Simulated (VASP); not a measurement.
# Tl (Fd-3m) in VASP: further runs

Runs on Tl. Level: PBEsol. Tasks: single point.

Everything below comes from runs of VASP 6.6.1. Logs are shortened: lines on timing, memory, paths and dates and some standing lists are left out, and cuts for length are marked.

### 1 The cell of the first run

Symmetry: Fd-3m, No. 227, cubic system. The conventional cell has a = 6.693 Å, b = 6.693 Å, c = 6.693 Å, α = 90.00°, β = 90.00°, γ = 90.00°. Within 3.8 Å of Tl (site symmetry -43m) lie 4 Tl at 2.90 Å.

### 2 Single point, PBEsol (volume scaled by 0.92)

INCAR

```
SYSTEM = Tl
PREC     = Accurate       ! precision mode
ENCUT    = 520            ! plane-wave cutoff, eV
EDIFF    = 1E-7           ! SCF threshold, eV
ISMEAR   = -1             ! smearing method
SIGMA    = 0.1            ! smearing width, eV
LREAL    = .FALSE.        ! projectors in reciprocal space
LASPH    = .TRUE.         ! aspherical terms in the spheres
NELM     = 100            ! most SCF steps
ALGO     = Normal         ! electronic algorithm
ISIF     = 2              ! what is computed and relaxed
LWAVE    = .FALSE.        ! write WAVECAR
LCHARG   = .FALSE.        ! write CHGCAR
GGA      = PS             ! functional
NBANDS   = 20             ! bands
```

KPOINTS

```
regular mesh
0
G
  9 9 9
  0 0 0
```

POSCAR

```
Tl
1.0
    0.0000000000      3.3464435344      3.3464435344
    3.3464435344      0.0000000000      3.3464435344
    3.3464435344      3.3464435344      0.0000000000
Tl
2
Direct
    0.1250000000      0.1250000000      0.1250000000
    0.8750000000      0.8750000000      0.8750000000
```

Potentials or basis: VASP PAW PBE potentials, release 64 (Tl_d).

Command:

```console
$ cat potpaw_PBE.64/Tl_d/POTCAR > POTCAR
$ mpirun -np 1 vasp_std > vasp.out
```

OUTCAR:

```text
SYSTEM = Tl
   PREC = Accurate
   ENCUT = 520
   EDIFF = 1E-7
   ISMEAR = -1
   LREAL = .FALSE.
   LASPH = .TRUE.
   NELM = 100
   ISIF = 2
   GGA = PS

 ion  position               nearest neighbor table
   1  0.125  0.125  0.125-   2 2.90   2 2.90   2 2.90   2 2.90
   2  0.875  0.875  0.875-   1 2.90   1 2.90   1 2.90   1 2.90

  LATTYP: Found a face centered cubic cell.
 ALAT       =     6.6928870688

  Lattice vectors:

 A1 = (   0.0000000000,   3.3464435344,   3.3464435344)
 A2 = (   3.3464435344,   0.0000000000,   3.3464435344)
 A3 = (   3.3464435344,   3.3464435344,   0.0000000000)

Analysis of symmetry for initial positions (statically):
[... 5 lines left out ...]
 face centered cubic supercell.

 Subroutine GETGRP returns: Found 48 space group operations
 (whereof 12 operations were pure point group operations)
 out of a pool of 48 trial point group operations.

The static configuration has the point symmetry D_3d.
 The point group associated with its full space group is O_h .

Analysis of symmetry for dynamics (positions and initial velocities):
[... 5 lines left out ...]
 face centered cubic supercell.

 Subroutine GETGRP returns: Found 48 space group operations
 (whereof 12 operations were pure point group operations)
 out of a pool of 48 trial point group operations.

The dynamic configuration has the point symmetry D_3d.
 The point group associated with its full space group is O_h .

 Subroutine INISYM returns: Found 48 space group operations
 (whereof 12 operations are pure point group operations),
 and found     1 'primitive' translations

----------------------------------------------------------------------------------------

                                     Primitive cell

  volume of cell :      74.9515

  direct lattice vectors                    reciprocal lattice vectors
     0.000000000  3.346443534  3.346443534    -0.149412352  0.149412352  0.149412352
     3.346443534  0.000000000  3.346443534     0.149412352 -0.149412352  0.149412352
     3.346443534  3.346443534  0.000000000     0.149412352  0.149412352 -0.149412352

  length of vectors
     4.732585832  4.732585832  4.732585832     0.258789785  0.258789785  0.258789785

  position of ions in fractional coordinates (direct lattice)
     0.125000000  0.125000000  0.125000000
     0.875000000  0.875000000  0.875000000

  ion indices of the primitive-cell ions
   primitive index   ion index
                 1           1
                 2           2

----------------------------------------------------------------------------------------

 KPOINTS: regular mesh

Automatic generation of k-mesh.
 Grid dimensions read from file:
 generate k-points for:    9    9    9

 Generating k-lattice:

  Cartesian coordinates                     Fractional coordinates (reciprocal lattice)
    -0.016601372  0.016601372  0.016601372     0.111111111  0.000000000  0.000000000
     0.016601372 -0.016601372  0.016601372     0.000000000  0.111111111  0.000000000
     0.016601372  0.016601372 -0.016601372     0.000000000  0.000000000  0.111111111

  Length of vectors
     0.028754421  0.028754421  0.028754421

  Shift w.r.t. Gamma in fractional coordinates (k-lattice)
     0.000000000  0.000000000  0.000000000

 Subroutine IBZKPT returns following result:
 ===========================================

 Found     35 irreducible k-points:

 Following reciprocal coordinates:
            Coordinates               Weight
  0.000000  0.000000  0.000000      1.000000
  0.111111  0.000000  0.000000      8.000000
  0.222222  0.000000  0.000000      8.000000
  0.333333  0.000000  0.000000      8.000000
  0.444444  0.000000  0.000000      8.000000
  0.111111  0.111111  0.000000      6.000000
[... 16 lines left out ...]
 -0.333333  0.333333  0.000000     12.000000
  0.444444  0.444444  0.000000      6.000000
 [... further k-points ...]
   k-points           NKPTS =     35   k-points in BZ     NKDIM =     35   number of bands    NBANDS=     20
   number of dos      NEDOS =    301   number of ions     NIONS =      2
   total plane-waves  NPLWV =  46656
   dimension x,y,z NGX =    36 NGY =   36 NGZ =   36
   dimension x,y,z NGXF=    72 NGYF=   72 NGZF=   72
   ions per type =               2
   NGX,Y,Z   is equivalent  to a cutoff of  12.65, 12.65, 12.65 a.u.
   NGXF,Y,Z  is equivalent  to a cutoff of  25.29, 25.29, 25.29 a.u.
 SYSTEM =  Tl
   PREC   = accura    normal or accurate (medium, high low for compatibility)
   ISTART =      0    job   : 0-new  1-cont  2-samecut
   ICHARG =      2    charge: 1-file 2-atom 10-const
   ISPIN  =      1    spin polarized calculation?
   LNONCOLLINEAR =      F non collinear calculations
   LSORBIT =      F    spin-orbit coupling
   LASPH  =      T    aspherical Exc in radial PAW
   ENCUT  =  520.0 eV  38.22 Ry    6.18 a.u.   8.80  8.80  8.80*2*pi/ulx,y,z
   NELM   =    100;   NELMIN=  2; NELMDL= -5     # of ELM steps
   EDIFF  = 0.1E-06   stopping-criterion for ELM
   LREAL  =      F    real-space projection
   EDIFFG = 0.1E-05   stopping-criterion for IOM
   NSW    =      0    number of steps for IOM
   IBRION =     -1    ionic relax: 0-MD 1-quasi-New 2-CG
   NFREE  =      0    steps in history (QN), initial steepest desc. (CG)
   ISIF   =      2    stress and relaxation
   ISYM   =      2    0-nonsym 1-usesym 2-fastsym
   POTIM  = 0.5000    time-step for ionic-motion
   TEBEG  =    0.0;   TEEND  =   0.0 temperature during run
   PSTRESS=    0.0 pullay stress
   NELECT =      26.0000    total number of electrons
   NUPDOWN=      -1.0000    fix difference up-down
   EMIN   =  10.00;   EMAX   =-10.00  energy-range for DOS
   EFERMI =   0.00;   METHOD = LEGACY
   ISMEAR =    -1;   SIGMA  =   0.10  broadening in eV -4-tet -1-fermi 0-gaus
   EFERMI_NEDOS =   21; number of points for ismear=-14 and -15
   IALGO  =     38    algorithm
   IMIX   =      4    mixing-type and parameters
     AMIX     =   0.40;   BMIX     =  1.00
     AMIX_MAG =   1.60;   BMIX_MAG =  1.00
  volume/ion in A,a.u.               =      37.48       252.90
  Fermi-wavevector in a.u.,A,eV,Ry     =   1.150286  2.173725 18.002651  1.323158
  Thomas-Fermi vector in A             =   2.286951
   LORBIT       =      0    0 simple, 1 ext, 2 COOP (PROOUT), +10 PAW based schemes
   GGA     = PS    functional components
   LHFCALC =     F    Hartree Fock is set to
   AEXX    =    0.0000 exact exchange contribution
   IVDW    =     0    specifies the selected vdW correction
   LEPSILON=     F    determine dielectric tensor
   LRPA    =     F    only Hartree local field effects (RPA)
 non-spin polarized calculation
  energy-cutoff  :      520.00
  volume of cell :       74.95
 maximum number of plane-waves:      2029
   NGX = 17   NGY = 17   NGZ = 17

 number of electron      26.0000002 magnetization

 Free energy of the ion-electron system (eV)
  ---------------------------------------------------
  ext. energy  EPLUGINS =         0.00000000
  ---------------------------------------------------
  free energy    TOTEN  =        -4.35805163 eV

  energy without entropy =       -4.30323643  energy(sigma->0) =       -4.33064403

 E-fermi :   3.7539     XC(G=0):  -8.8033

 val. band max:        3.7280752376   @ k =  -0.4444   0.3333   0.0000
 cond. band min:       3.8103410481   @ k =   0.3333   0.3333   0.0000
 fundamental gap:      0.0822658105
 Fermi energy:         3.7538981314

 k-point     1 :       0.0000    0.0000    0.0000
  band No.  band energies     occupation
      1      -8.2221      2.00000
      2      -8.2221      2.00000
      3      -8.2221      2.00000
      4      -8.1227      2.00000
      5      -8.1227      2.00000
      6      -7.3724      2.00000
[... 12 lines left out ...]
     19       8.9889      0.00000
     20      12.7150      0.00000

 k-point     2 :       0.1111    0.0000    0.0000
  band No.  band energies     occupation
      1      -8.2488      2.00000
      2      -8.2488      2.00000
      3      -8.2206      2.00000
      4      -8.0844      2.00000
      5      -8.0844      2.00000
      6      -7.4021      2.00000
[... 12 lines left out ...]
     19      10.1330      0.00000
     20      12.2356      0.00000

 k-point     3 :       0.2222    0.0000    0.0000
  band No.  band energies     occupation
      1      -8.2800      2.00000
      2      -8.2800      2.00000
      3      -8.2172      2.00000
      4      -8.0273      2.00000
      5      -8.0273      2.00000
      6      -7.4700      2.00000
[... 12 lines left out ...]
     19      10.7486      0.00000
     20      12.2598      0.00000

 k-point     4 :       0.3333    0.0000    0.0000
  band No.  band energies     occupation
      1      -8.2938      2.00000
      2      -8.2938      2.00000
      3      -8.2132      2.00000
      4      -7.9916      2.00000
      5      -7.9916      2.00000
      6      -7.5386      2.00000
[... 12 lines left out ...]
     19      11.0052      0.00000
     20      12.7952      0.00000

 k-point     5 :       0.4444    0.0000    0.0000
  band No.  band energies     occupation
      1      -8.2960      2.00000
      2      -8.2960      2.00000
      3      -8.2106      2.00000
      4      -7.9809      2.00000
      5      -7.9809      2.00000
      6      -7.5801      2.00000
[... 12 lines left out ...]
     19      12.8299      0.00000
     20      13.6643      0.00000

 k-point     6 :       0.1111    0.1111    0.0000
  band No.  band energies     occupation
      1      -8.2629      2.00000
      2      -8.2351      2.00000
      3      -8.2351      2.00000
      4      -8.0959      2.00000
      5      -8.0465      2.00000
      6      -7.4885      2.00000
[... 12 lines left out ...]
     19      10.2213      0.00000
     20      11.3971      0.00000

 k-point     7 :       0.2222    0.1111    0.0000
  band No.  band energies     occupation
      1      -8.2944      2.00000
      2      -8.2579      2.00000
      3      -8.2328      2.00000
      4      -8.0509      2.00000
      5      -7.9835      2.00000
      6      -7.5701      2.00000
[... 12 lines left out ...]
     19      10.9769      0.00000
     20      11.7175      0.00000
[... 277 lines left out ...]
 k-point    20 :       0.3333    0.3333    0.0000
  band No.  band energies     occupation
      1      -8.2972      2.00000
      2      -8.2972      2.00000
      3      -8.2711      2.00000
      4      -7.8996      2.00000
      5      -7.8892      2.00000
      6      -7.7578      2.00000
[... 12 lines left out ...]
     19      12.1552      0.00000
     20      14.2182      0.00000

 k-point    21 :       0.4444    0.3333    0.0000
  band No.  band energies     occupation
      1      -8.3418      2.00000
      2      -8.3107      2.00000
      3      -8.2038      2.00000
      4      -7.9525      2.00000
      5      -7.8328      2.00000
      6      -7.6976      2.00000
[... 12 lines left out ...]
     19      14.1680      0.00000
     20      14.6272      0.00000

 k-point    22 :      -0.4444    0.3333    0.0000
  band No.  band energies     occupation
      1      -8.3825      2.00000
      2      -8.3236      2.00000
      3      -8.1342      2.00000
      4      -7.9308      2.00000
      5      -7.7718      2.00000
      6      -7.7137      2.00000
[... 12 lines left out ...]
     19      13.0259      0.00000
     20      14.1073      0.00000

 k-point    23 :      -0.3333    0.3333    0.0000
  band No.  band energies     occupation
      1      -8.3935      2.00000
      2      -8.3329      2.00000
      3      -8.1086      2.00000
      4      -7.8244      2.00000
      5      -7.8217      2.00000
      6      -7.7616      2.00000
[... 12 lines left out ...]
     19      11.6397      0.00000
     20      12.9929      0.00000

 k-point    24 :       0.4444    0.4444    0.0000
  band No.  band energies     occupation
      1      -8.3164      2.00000
      2      -8.3164      2.00000
      3      -8.1952      2.00000
      4      -8.0646      2.00000
      5      -7.7542      2.00000
      6      -7.5997      2.00000
[... 12 lines left out ...]
     19      13.6443      0.00000
     20      15.0519      0.00000

 [... further k-points ...]
[... 5 lines left out ...]
  --------------------------------------------------------------------------------------
  -------------------------------------------------------------------------------------
  Total        0.9294348      0.9294348      0.9294348      0.0000000      0.0000000      0.0000000
  in kB       19.8677647     19.8677647     19.8677647      0.0000000      0.0000000      0.0000000
  external PRESSURE =      19.8677647 kB  Pullay stress =       0.0000000 kB

 VOLUME and BASIS-vectors are now :
 -----------------------------------------------------------------------------
  energy-cutoff  :      520.00
  volume of cell :       74.95
      direct lattice vectors                 reciprocal lattice vectors
     0.000000000  3.346443534  3.346443534    -0.149412352  0.149412352  0.149412352
     3.346443534  0.000000000  3.346443534     0.149412352 -0.149412352  0.149412352
     3.346443534  3.346443534  0.000000000     0.149412352  0.149412352 -0.149412352

 POSITION                                       TOTAL-FORCE (eV/Angst)
 -----------------------------------------------------------------------------------
      0.83661      0.83661      0.83661         0.000000     -0.000000     -0.000000
      5.85628      5.85628      5.85628        -0.000000      0.000000      0.000000
 -----------------------------------------------------------------------------------
    total drift:                                0.000000      0.000000      0.000000

  FREE ENERGIE OF THE ION-ELECTRON SYSTEM (eV)
  ---------------------------------------------------
  free  energy   TOTEN  =        -4.3580516279 eV

  energy  without entropy=       -4.3032364340  energy(sigma->0) =       -4.33064403
```

Run time: 98 s. Hardware: 1 thread of AMD EPYC 7R13 (Zen 3), shared host; peak memory 0.18 GiB.

What came out:

- Free energy: -4.3581 eV
- Pressure: 2.0 GPa
- Band gap on the k mesh: zero (band 13 reaches 6.48 eV, above the bottom of band 14 at 3.04 eV)

Levels at points of the mesh, in eV from the Fermi level:
| k point | band 10 | band 11 | band 12 | band 13 | band 14 | band 15 | band 16 | band 17 |
| --- | --- | --- | --- | --- | --- | --- | --- | --- |
| (0.00, 0.00, 0.00) | -10.99 | -9.37 | -0.13 | 2.72 | 2.72 | 2.72 | 4.40 | 4.40 |

Caveat: the PAW data sets were made with another functional, which shifts forces and pressure a little; spin-orbit coupling is left out, which moves the levels of the heavy elements.

### 3 Single point, PBEsol (volume scaled by 0.96)

INCAR

```
PREC     = Accurate       # precision mode
ENCUT    = 520            # plane-wave cutoff, eV
EDIFF    = 1E-6           # SCF threshold, eV
ISMEAR   = -1             # smearing method
SIGMA    = 0.1            # smearing width, eV
LREAL    = F              # projectors in reciprocal space
LASPH    = T              # aspherical terms in the spheres
NELM     = 80             # most SCF steps
ALGO     = Normal         # electronic algorithm
ISIF     = 2              # what is computed and relaxed
LWAVE    = F              # write WAVECAR
LCHARG   = F              # write CHGCAR
GGA      = PS             # functional
NBANDS   = 20             # bands
```

KPOINTS

```
regular mesh
0
Gamma
  9 9 9
```

POSCAR

```
Tl
1.0
    0.0000000000      3.3942563303      3.3942563303
    3.3942563303      0.0000000000      3.3942563303
    3.3942563303      3.3942563303      0.0000000000
Tl
2
Direct
    0.1250000000      0.1250000000      0.1250000000
    0.8750000000      0.8750000000      0.8750000000
```

Potentials or basis: VASP PAW PBE potentials, release 64 (Tl_d).

Command:

```console
$ cat potpaw_PBE.64/Tl_d/POTCAR > POTCAR
$ mpirun -np 1 vasp_std > vasp.out
```

Run time: 69 s. Hardware: 1 thread of AMD EPYC 7R13 (Zen 3), shared host; peak memory 0.18 GiB.

It converged, with:

* Free energy: -4.3880 eV
* Pressure: 0.9 GPa
* Band gap on the k mesh: zero (band 13 reaches 6.03 eV, above the bottom of band 14 at 2.78 eV)

Levels at points of the mesh, in eV from the Fermi level:
| k point | band 9 | band 10 | band 11 | band 12 | band 13 | band 14 | band 15 | band 16 | band 17 | band 18 |
| --- | --- | --- | --- | --- | --- | --- | --- | --- | --- | --- |
| (0.00, 0.00, 0.00) | -11.01 | -11.01 | -9.17 | -0.46 | 2.58 | 2.58 | 2.58 | 4.26 | 4.26 | 4.26 |

Caveat: the PAW data sets were made with another functional, which shifts forces and pressure a little; spin-orbit coupling is left out, which moves the levels of the heavy elements.

(Continued in part 2 of 2.)
